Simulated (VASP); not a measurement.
# LiF (P6_3mc) in VASP: further runs, part 2 of 2

VASP 6.6.1.

### Step 3. Single point, LDA (strain +0.030 along x and y, +0.015 along z)

File INCAR:

```
SYSTEM = LiF
PREC = Accurate ; ENCUT = 520
EDIFF = 1E-7 ; ISMEAR = 0
SIGMA = 0.05 ; LREAL = .FALSE.
LASPH = .TRUE. ; NELM = 100
ALGO = Normal ; ISIF = 2
LWAVE = .FALSE. ; LCHARG = .FALSE.
GGA = CA ; NBANDS = 18
```

File KPOINTS:

```
regular mesh
0
G
  9 9 6
  0 0 0
```

File POSCAR:

```
LiF
1.0
    3.1527680120      0.0000000000      0.0000000000
   -1.5763840060      2.7303771907      0.0000000000
    0.0000000000      0.0000000000      4.8794344385
Li F
2 2
Direct
    0.3333333333      0.6666666667      0.3811542600
    0.6666666667      0.3333333333      0.8811542600
    0.3333333333      0.6666666667      0.9938437400
    0.6666666667      0.3333333333      0.4938437400
```

Potentials or basis: VASP PAW LDA potentials, release 64 (Li_sv, F).

Run with:

```
> cat potpaw_LDA.64/Li_sv/POTCAR potpaw_LDA.64/F/POTCAR > POTCAR
> mpirun -np 1 vasp_std > vasp.out
```

OUTCAR:

```text
SYSTEM = LiF
   PREC = Accurate
   ENCUT = 520
   EDIFF = 1E-7
   ISMEAR = 0
   LREAL = .FALSE.
   LASPH = .TRUE.
   NELM = 100
   ISIF = 2
   GGA = CA

 ion  position               nearest neighbor table
   1  0.333  0.667  0.381-   3 1.89   4 1.90   4 1.90   4 1.90
   2  0.667  0.333  0.881-   4 1.89   3 1.90   3 1.90   3 1.90
   3  0.333  0.667  0.994-   1 1.89   2 1.90   2 1.90   2 1.90
   4  0.667  0.333  0.494-   2 1.89   1 1.90   1 1.90   1 1.90

  LATTYP: Found a hexagonal cell.
 ALAT       =     3.1527680120
 C/A-ratio  =     1.5476668185

  Lattice vectors:

 A1 = (   3.1527680120,   0.0000000000,   0.0000000000)
 A2 = (  -1.5763840060,   2.7303771907,   0.0000000000)
 A3 = (   0.0000000000,   0.0000000000,   4.8794344385)

Analysis of symmetry for initial positions (statically):
=====================================================================
 Subroutine PRICEL returns:
 Original cell was already a primitive cell.

 Routine SETGRP: Setting up the symmetry group for a
 hexagonal supercell.

 Subroutine GETGRP returns: Found 12 space group operations
 (whereof  6 operations were pure point group operations)
 out of a pool of 24 trial point group operations.

The static configuration has the point symmetry C_3v.
 The point group associated with its full space group is C_6v.

Analysis of symmetry for dynamics (positions and initial velocities):
=====================================================================
 Subroutine PRICEL returns:
 Original cell was already a primitive cell.

 Routine SETGRP: Setting up the symmetry group for a
 hexagonal supercell.

 Subroutine GETGRP returns: Found 12 space group operations
 (whereof  6 operations were pure point group operations)
 out of a pool of 24 trial point group operations.

The dynamic configuration has the point symmetry C_3v.
 The point group associated with its full space group is C_6v.
[... 121 lines left out ...]
   IMIX   =      4    mixing-type and parameters
     AMIX     =   0.40;   BMIX     =  1.00
     AMIX_MAG =   1.60;   BMIX_MAG =  1.00
  volume/ion in A,a.u.               =      10.50        70.86
  Fermi-wavevector in a.u.,A,eV,Ry     =   1.278371  2.415770 22.235068  1.634231
  Thomas-Fermi vector in A             =   2.410917
   LORBIT       =      0    0 simple, 1 ext, 2 COOP (PROOUT), +10 PAW based schemes
   GGA     = CA    functional components
   LHFCALC =     F    Hartree Fock is set to
   AEXX    =    0.0000 exact exchange contribution
   IVDW    =     0    specifies the selected vdW correction
   LEPSILON=     F    determine dielectric tensor
   LRPA    =     F    only Hartree local field effects (RPA)
 non-spin polarized calculation
 Gauss-broadening in eV      SIGMA  =   0.05
  energy-cutoff  :      520.00
  volume of cell :       42.00
 maximum number of plane-waves:      1164
 NGX is ok and might be reduce to    24
   NGX = 11   NGY = 11   NGZ = 19

 number of electron      19.9999984 magnetization

 Free energy of the ion-electron system (eV)
  ---------------------------------------------------
  ext. energy  EPLUGINS =         0.00000000
  ---------------------------------------------------
  free energy    TOTEN  =       -20.70821558 eV

  energy without entropy =      -20.70821558  energy(sigma->0) =      -20.70821558

 E-fermi :  -2.8098     XC(G=0):  -9.2892

 val. band max:       -3.0146682569   @ k =   0.0000   0.0000   0.0000
 cond. band min:       4.1777353921   @ k =   0.0000   0.0000   0.0000
 fundamental gap:      7.1924036490
 Fermi energy:        -2.8097939620

 k-point     1 :       0.0000    0.0000    0.0000
  band No.  band energies     occupation
      1     -42.4781      2.00000
      2     -42.4390      2.00000
      3     -21.9489      2.00000
      4     -21.7194      2.00000
      5      -5.1041      2.00000
      6      -3.4911      2.00000
[... 481 lines left out ...]
      5      -4.9295      2.00000
      6      -4.2001      2.00000
[... 10 lines left out ...]
     17      14.7111      0.00000
     18      16.9663      0.00000

 [... further k-points ...]

------------------------ aborting loop because EDIFF is reached ----------------------------------------

  FORCE on cell =-STRESS in cart. coord.  units (eV):
  Direction    XX          YY          ZZ          XY          YZ          ZX
  --------------------------------------------------------------------------------------
  -------------------------------------------------------------------------------------
  Total       -1.7642802     -1.7642802     -1.5429892      0.0000000      0.0000000      0.0000000
  in kB      -67.2967346    -67.2967346    -58.8558086      0.0000000      0.0000000      0.0000000
  external PRESSURE =     -64.4830926 kB  Pullay stress =       0.0000000 kB

 VOLUME and BASIS-vectors are now :
 -----------------------------------------------------------------------------
  energy-cutoff  :      520.00
  volume of cell :       42.00
      direct lattice vectors                 reciprocal lattice vectors
     3.152768012  0.000000000  0.000000000     0.317181599  0.183124882  0.000000000
    -1.576384006  2.730377191  0.000000000     0.000000000  0.366249763  0.000000000
     0.000000000  0.000000000  4.879434438     0.000000000  0.000000000  0.204941784

 POSITION                                       TOTAL-FORCE (eV/Angst)
 -----------------------------------------------------------------------------------
     -0.00000      1.82025      1.85982         0.000000     -0.000000      0.019532
      1.57638      0.91013      4.29953        -0.000000     -0.000000      0.019532
     -0.00000      1.82025      4.84940         0.000000     -0.000000     -0.019532
      1.57638      0.91013      2.40968        -0.000000      0.000000     -0.019532
 -----------------------------------------------------------------------------------
    total drift:                               -0.000000     -0.000001     -0.000031

  FREE ENERGIE OF THE ION-ELECTRON SYSTEM (eV)
  ---------------------------------------------------
  free  energy   TOTEN  =       -20.7082155829 eV

  energy  without entropy=      -20.7082155829  energy(sigma->0) =      -20.70821558
```

OSZICAR:

```text
N       E                     dE             d eps       ncg     rms          rms(c)
DAV:   1     0.117836531284E+03    0.11784E+03   -0.10737E+04  1728   0.119E+03
DAV:   2    -0.116491016457E+02   -0.12949E+03   -0.12607E+03  2040   0.291E+02
DAV:   3    -0.220213964778E+02   -0.10372E+02   -0.10317E+02  3178   0.620E+01
DAV:   4    -0.221287130544E+02   -0.10732E+00   -0.10710E+00  2224   0.729E+00
DAV:   5    -0.221299559596E+02   -0.12429E-02   -0.12426E-02  2258   0.690E-01    0.694E+00
DAV:   6    -0.207432261065E+02    0.13867E+01   -0.36877E+00  1820   0.144E+01    0.230E+00
DAV:   7    -0.207193994761E+02    0.23827E-01   -0.11587E-01  1954   0.237E+00    0.140E+00
DAV:   8    -0.207088868834E+02    0.10513E-01   -0.45528E-02  2362   0.207E+00    0.323E-01
DAV:   9    -0.207079675459E+02    0.91934E-03   -0.53956E-03  2042   0.610E-01    0.890E-02
DAV:  10    -0.207082280826E+02   -0.26054E-03   -0.34700E-04  1876   0.150E-01    0.384E-02
DAV:  11    -0.207082159374E+02    0.12145E-04   -0.29388E-05  2310   0.515E-02    0.811E-03
DAV:  12    -0.207082156098E+02    0.32767E-06   -0.19792E-06  2660   0.125E-02    0.834E-04
DAV:  13    -0.207082155829E+02    0.26821E-07   -0.10043E-07  1790   0.235E-03
   1 F= -.20708216E+02 E0= -.20708216E+02  d E =-.300593E-11
```

stdout:

```text
POSCAR found type information on POSCAR LiF
 POSCAR found :  2 types and       4 ions
 scaLAPACK will be used
 LDA part: xc-table for (Slater(with rela. corr.)+CA(PZ))
 , standard interpolation
 POSCAR, INCAR and KPOINTS ok, starting setup
 FFT: planning ... GRIDC
 FFT: planning ... GRID_SOFT
 FFT: planning ... GRID
 WAVECAR not read
 entering main loop
```

Wall time 36 s (1 thread of Intel Xeon Platinum 8259CL at 2.50GHz (Skylake/Cascade Lake), shared host); peak memory 0.14 GiB.

Results:

```
Free energy            : -20.7082 eV
Largest force          : 0.020 eV/Å
Band gap on the k mesh : 7.19 eV, direct
```

Forces in eV/Å, atoms in the order of the input:
```
Li   0.000  0.000  0.020
Li   0.000  0.000  0.020
F    0.000  0.000 -0.020
F    0.000  0.000 -0.020
```

Levels at points of the mesh, in eV from the valence-band top:
```
           k point  band 7  band 8  band 9  band 10  band 11  band 12  band 13  band 14
(0.00, 0.00, 0.00)   -0.48   -0.16   -0.16     0.00     7.19    11.40    14.45    17.57
(0.00, 0.00, 0.50)   -0.32   -0.32   -0.32    -0.32     8.85     8.85    16.84    16.84
```

Caveat: the cell differs from its parent crystal (strain +0.030 along x and y, +0.015 along z); the cutoff is under 1.25 times the usual one of these potentials, so pressure, stress and relaxed cells hold a basis-set (Pulay) error.
